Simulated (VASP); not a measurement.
# BP in VASP: further runs

The runs below take BP through electric field gradients, with PBEsol, r2SCAN, PBE.

All numbers are computed with VASP 6.6.1; they aren't measurements. Logs are shortened: lines on timing, memory, paths and dates and some standing lists are left out, and cuts for length are marked.

**1. The cell of the first run**

It takes space group F-43m (No. 216, cubic). The conventional cell has a = 4.538 Å, b = 4.538 Å, c = 4.538 Å, α = 90.00°, β = 90.00°, γ = 90.00°. Within 2.6 Å of B (site symmetry -43m) lie 4 P at 1.97 Å. P (site symmetry -43m) has 4 B at 1.97 Å within 2.6 Å.

**2. Electric field gradients, PBEsol**

Input file INCAR:

```
  PREC = Accurate
  ENCUT = 520
  EDIFF = 1E-8
  ISMEAR = -1
  SIGMA = 0.05
  LREAL = F
  LASPH = T
  NELM = 80
  ALGO = Normal
  ISIF = 2
  LWAVE = F
  LCHARG = F
  GGA = PS
  LEFG = T
  NBANDS = 11
```

Input file KPOINTS:

```
Automatic mesh
0
Gamma
  15 15 15
```

Input file POSCAR:

```
BP
1.0
    0.0000000000      2.2690000000      2.2690000000
    2.2690000000      0.0000000000      2.2690000000
    2.2690000000      2.2690000000      0.0000000000
B P
1 1
Direct
    0.0000000000      0.0000000000      0.0000000000
    0.7500000000      0.7500000000      0.7500000000
```

Potentials or basis: VASP PAW PBE potentials, release 64 (B, P).

Run with:

```
cat potpaw_PBE.64/B/POTCAR potpaw_PBE.64/P/POTCAR > POTCAR
mpirun -np 1 vasp_std > vasp.out
```

OUTCAR:

```text
PREC = Accurate
   ENCUT = 520
   EDIFF = 1E-8
   ISMEAR = -1
   LREAL = F
   LASPH = T
   NELM = 80
   ISIF = 2
   GGA = PS

 ion  position               nearest neighbor table
   1  0.000  0.000  0.000-   2 1.97   2 1.97   2 1.97   2 1.97
   2  0.750  0.750  0.750-   1 1.97   1 1.97   1 1.97   1 1.97

  LATTYP: Found a face centered cubic cell.
 ALAT       =     4.5380000000

  Lattice vectors:

 A1 = (   0.0000000000,   2.2690000000,   2.2690000000)
 A2 = (   2.2690000000,   0.0000000000,   2.2690000000)
 A3 = (   2.2690000000,   2.2690000000,   0.0000000000)

Analysis of symmetry for initial positions (statically):
=====================================================================
 Subroutine PRICEL returns:
 Original cell was already a primitive cell.

 Routine SETGRP: Setting up the symmetry group for a
 face centered cubic supercell.

 Subroutine GETGRP returns: Found 24 space group operations
 (whereof 24 operations were pure point group operations)
 out of a pool of 48 trial point group operations.

The static configuration has the point symmetry T_d .

Analysis of symmetry for dynamics (positions and initial velocities):
=====================================================================
 Subroutine PRICEL returns:
 Original cell was already a primitive cell.

 Routine SETGRP: Setting up the symmetry group for a
 face centered cubic supercell.

 Subroutine GETGRP returns: Found 24 space group operations
 (whereof 24 operations were pure point group operations)
 out of a pool of 48 trial point group operations.

The dynamic configuration has the point symmetry T_d .

 Subroutine INISYM returns: Found 24 space group operations
 (whereof 24 operations are pure point group operations),
 and found     1 'primitive' translations

----------------------------------------------------------------------------------------

                                     Primitive cell

  volume of cell :      23.3633

  direct lattice vectors                    reciprocal lattice vectors
     0.000000000  2.269000000  2.269000000    -0.220361393  0.220361393  0.220361393
     2.269000000  0.000000000  2.269000000     0.220361393 -0.220361393  0.220361393
     2.269000000  2.269000000  0.000000000     0.220361393  0.220361393 -0.220361393

  length of vectors
     3.208850573  3.208850573  3.208850573     0.381677128  0.381677128  0.381677128

  position of ions in fractional coordinates (direct lattice)
     0.000000000  0.000000000  0.000000000
     0.750000000  0.750000000  0.750000000

  ion indices of the primitive-cell ions
   primitive index   ion index
                 1           1
                 2           2

----------------------------------------------------------------------------------------

 KPOINTS: Automatic mesh

Automatic generation of k-mesh.
 Grid dimensions read from file:
 generate k-points for:   15   15   15

 Generating k-lattice:

  Cartesian coordinates                     Fractional coordinates (reciprocal lattice)
    -0.014690760  0.014690760  0.014690760     0.066666667  0.000000000  0.000000000
     0.014690760 -0.014690760  0.014690760     0.000000000  0.066666667  0.000000000
     0.014690760  0.014690760 -0.014690760     0.000000000  0.000000000  0.066666667

  Length of vectors
     0.025445142  0.025445142  0.025445142

  Shift w.r.t. Gamma in fractional coordinates (k-lattice)
     0.000000000  0.000000000  0.000000000

 Subroutine IBZKPT returns following result:
 ===========================================

 Found    120 irreducible k-points:

 Following reciprocal coordinates:
            Coordinates               Weight
  0.000000  0.000000  0.000000      1.000000
  0.066667  0.000000  0.000000      8.000000
  0.133333  0.000000  0.000000      8.000000
  0.200000  0.000000  0.000000      8.000000
  0.266667  0.000000  0.000000      8.000000
  0.333333  0.000000  0.000000      8.000000
[... 16 lines left out ...]
  0.133333  0.133333  0.000000      6.000000
  0.200000  0.133333  0.000000     24.000000
 [... further k-points ...]
   k-points           NKPTS =    120   k-points in BZ     NKDIM =    120   number of bands    NBANDS=     11
   number of dos      NEDOS =    301   number of ions     NIONS =      2
   total plane-waves  NPLWV =  13824
   dimension x,y,z NGX =    24 NGY =   24 NGZ =   24
   dimension x,y,z NGXF=    48 NGYF=   48 NGZF=   48
   ions per type =               1   1
   NGX,Y,Z   is equivalent  to a cutoff of  12.43, 12.43, 12.43 a.u.
   NGXF,Y,Z  is equivalent  to a cutoff of  24.87, 24.87, 24.87 a.u.
 SYSTEM =  unknown system
   PREC   = accura    normal or accurate (medium, high low for compatibility)
   ISTART =      0    job   : 0-new  1-cont  2-samecut
   ICHARG =      2    charge: 1-file 2-atom 10-const
   ISPIN  =      1    spin polarized calculation?
   LNONCOLLINEAR =      F non collinear calculations
   LSORBIT =      F    spin-orbit coupling
   LASPH  =      T    aspherical Exc in radial PAW
   ENCUT  =  520.0 eV  38.22 Ry    6.18 a.u.   5.97  5.97  5.97*2*pi/ulx,y,z
   NELM   =     80;   NELMIN=  2; NELMDL= -5     # of ELM steps
   EDIFF  = 0.1E-07   stopping-criterion for ELM
   LREAL  =      F    real-space projection
   EDIFFG = 0.1E-06   stopping-criterion for IOM
   NSW    =      0    number of steps for IOM
   IBRION =     -1    ionic relax: 0-MD 1-quasi-New 2-CG
   NFREE  =      0    steps in history (QN), initial steepest desc. (CG)
   ISIF   =      2    stress and relaxation
   ISYM   =      2    0-nonsym 1-usesym 2-fastsym
   POTIM  = 0.5000    time-step for ionic-motion
   TEBEG  =    0.0;   TEEND  =   0.0 temperature during run
   PSTRESS=    0.0 pullay stress
   NELECT =       8.0000    total number of electrons
   NUPDOWN=      -1.0000    fix difference up-down
   EMIN   =  10.00;   EMAX   =-10.00  energy-range for DOS
   EFERMI =   0.00;   METHOD = LEGACY
   ISMEAR =    -1;   SIGMA  =   0.05  broadening in eV -4-tet -1-fermi 0-gaus
   EFERMI_NEDOS =   21; number of points for ismear=-14 and -15
   IALGO  =     38    algorithm
   IMIX   =      4    mixing-type and parameters
     AMIX     =   0.40;   BMIX     =  1.00
     AMIX_MAG =   1.60;   BMIX_MAG =  1.00
  volume/ion in A,a.u.               =      11.68        78.83
  Fermi-wavevector in a.u.,A,eV,Ry     =   1.145320  2.164342 17.847562  1.311759
  Thomas-Fermi vector in A             =   2.282009
   LORBIT       =      0    0 simple, 1 ext, 2 COOP (PROOUT), +10 PAW based schemes
   GGA     = PS    functional components
   LHFCALC =     F    Hartree Fock is set to
   AEXX    =    0.0000 exact exchange contribution
   IVDW    =     0    specifies the selected vdW correction
   LEPSILON=     F    determine dielectric tensor
   LRPA    =     F    only Hartree local field effects (RPA)
 non-spin polarized calculation
  energy-cutoff  :      520.00
  volume of cell :       23.36
 maximum number of plane-waves:       639
   NGX = 11   NGY = 11   NGZ = 11

 number of electron       8.0000000 magnetization

 Free energy of the ion-electron system (eV)
  ---------------------------------------------------
  ext. energy  EPLUGINS =         0.00000000
  ---------------------------------------------------
  free energy    TOTEN  =       -13.67257760 eV

  energy without entropy =      -13.67257754  energy(sigma->0) =      -13.67257757

 E-fermi :   7.9573     XC(G=0): -11.0459

 val. band max:        7.4052168449   @ k =   0.0000   0.0000   0.0000
 cond. band min:       8.5363259101   @ k =   0.4000   0.4000   0.0000
 fundamental gap:      1.1311090652
 Fermi energy:         7.9572522080

 k-point     1 :       0.0000    0.0000    0.0000
  band No.  band energies     occupation
      1      -8.0928      2.00000
      2       7.4052      1.99997
      3       7.4052      1.99997
      4       7.4052      1.99997
      5      10.7621      0.00000
      6      10.7621      0.00000
      7      10.7621      0.00000
      8      14.7480      0.00000
      9      18.6480      0.00000
     10      19.5270      0.00000
     11      19.5270      0.00000

 k-point     2 :       0.0667    0.0000    0.0000
  band No.  band energies     occupation
      1      -8.0123      2.00000
      2       6.7464      2.00000
      3       7.2610      2.00000
      4       7.2610      2.00000
      5      10.9604      0.00000
      6      10.9604      0.00000
      7      11.0221      0.00000
      8      14.9854      0.00000
      9      18.9182      0.00000
     10      19.1367      0.00000
     11      19.1367      0.00000

 k-point     3 :       0.1333    0.0000    0.0000
  band No.  band energies     occupation
      1      -7.7722      2.00000
      2       5.3414      2.00000
      3       6.9251      2.00000
      4       6.9251      2.00000
      5      11.3178      0.00000
      6      11.4226      0.00000
      7      11.4226      0.00000
      8      15.6236      0.00000
      9      18.5073      0.00000
     10      18.5073      0.00000
     11      19.5873      0.00000

 k-point     4 :       0.2000    0.0000    0.0000
  band No.  band energies     occupation
      1      -7.3765      2.00000
      2       3.7355      2.00000
      3       6.5436      2.00000
      4       6.5436      2.00000
      5      11.3899      0.00000
      6      11.8948      0.00000
      7      11.8948      0.00000
      8      16.4122      0.00000
      9      18.1861      0.00000
     10      18.1861      0.00000
     11      20.1070      0.00000
[... 239 lines left out ...]
 k-point    22 :      -0.0667    0.0667    0.0000
  band No.  band energies     occupation
      1      -7.8786      2.00000
      2       6.1525      2.00000
      3       6.5408      2.00000
      4       7.2942      2.00000
      5      10.9755      0.00000
      6      11.2142      0.00000
      7      11.5860      0.00000
      8      15.2941      0.00000
      9      18.3020      0.00000
     10      19.1777      0.00000
     11      19.3397      0.00000

 k-point    23 :       0.1333    0.1333    0.0000
  band No.  band energies     occupation
      1      -7.6649      2.00000
      2       6.0857      2.00000
      3       6.1011      2.00000
      4       6.1011      2.00000
      5      10.0490      0.00000
      6      12.5343      0.00000
      7      12.5343      0.00000
      8      14.8455      0.00000
      9      17.7335      0.00000
     10      19.9899      0.00000
     11      20.0040      0.00000

 k-point    24 :       0.2000    0.1333    0.0000
  band No.  band energies     occupation
      1      -7.3736      2.00000
      2       4.7733      2.00000
      3       5.6758      2.00000
      4       6.0239      2.00000
      5      10.0498      0.00000
      6      13.0275      0.00000
      7      13.1818      0.00000
      8      14.4074      0.00000
      9      18.1091      0.00000
     10      20.0059      0.00000
     11      20.7289      0.00000

 [... further k-points ...]

------------------------ aborting loop because EDIFF is reached ----------------------------------------

  FORCE on cell =-STRESS in cart. coord.  units (eV):
  Direction    XX          YY          ZZ          XY          YZ          ZX
  --------------------------------------------------------------------------------------
  -------------------------------------------------------------------------------------
  Total       -0.2709343     -0.2709343     -0.2709343      0.0000000      0.0000000     -0.0000000
  in kB      -18.5798024    -18.5798024    -18.5798024      0.0000000      0.0000000     -0.0000000
  external PRESSURE =     -18.5798024 kB  Pullay stress =       0.0000000 kB

 VOLUME and BASIS-vectors are now :
 -----------------------------------------------------------------------------
  energy-cutoff  :      520.00
  volume of cell :       23.36
      direct lattice vectors                 reciprocal lattice vectors
     0.000000000  2.269000000  2.269000000    -0.220361393  0.220361393  0.220361393
     2.269000000  0.000000000  2.269000000     0.220361393 -0.220361393  0.220361393
     2.269000000  2.269000000  0.000000000     0.220361393  0.220361393 -0.220361393

 POSITION                                       TOTAL-FORCE (eV/Angst)
 -----------------------------------------------------------------------------------
      0.00000      0.00000      0.00000         0.000000      0.000000      0.000000
      3.40350      3.40350      3.40350        -0.000000     -0.000000     -0.000000
 -----------------------------------------------------------------------------------
    total drift:                               -0.000000     -0.000000     -0.000000

  FREE ENERGIE OF THE ION-ELECTRON SYSTEM (eV)
  ---------------------------------------------------
  free  energy   TOTEN  =       -13.6725776029 eV

  energy  without entropy=      -13.6725775375  energy(sigma->0) =      -13.67257757

 Electric field gradients (V/A^2)
---------------------------------------------------------------------
 ion       V_xx      V_yy      V_zz      V_xy      V_xz      V_yz
---------------------------------------------------------------------
   1       0.000    -0.000    -0.000     0.000     0.000     0.000
   2       0.000    -0.000     0.000    -0.000    -0.000    -0.000
---------------------------------------------------------------------

 Electric field gradients after diagonalization (V/A^2)
 (convention: |V_zz| > |V_xx| > |V_yy|)
----------------------------------------------------------------------
 ion       V_xx      V_yy      V_zz     asymmetry (V_yy - V_xx)/ V_zz
----------------------------------------------------------------------
   1      -0.000    -0.000     0.000       0.000
   2       0.000     0.000    -0.000       0.000
----------------------------------------------------------------------

           NMR quadrupolar parameters

 Cq : quadrupolar parameter    Cq=e*Q*V_zz/h
 eta: asymmetry parameters     (V_yy - V_xx)/ V_zz
 Q  : nuclear electric quadrupole moment in mb (millibarn)
----------------------------------------------------------------------
 ion       Cq(MHz)       eta       Q (mb)
----------------------------------------------------------------------
   1       0.000       0.000       1.000
   2      -0.000       0.000       1.000
----------------------------------------------------------------------
```

Wall time 58 s (1 thread of AMD EPYC 7R13, shared host); peak memory 0.12 GiB.

Results:

```
Free energy            : -13.6726 eV
Pressure               : -1.9 GPa
Band gap on the k mesh : 1.13 eV, indirect (least direct gap 3.36 eV)
```

Caveat: without QUAD_EFG the Cq values of the log hold for a quadrupole moment of 1 mb, not for the nuclei; the PAW data sets were made with another functional, which shifts forces and pressure a little. A k mesh can miss the band edges.

[end of part 1 of 3]
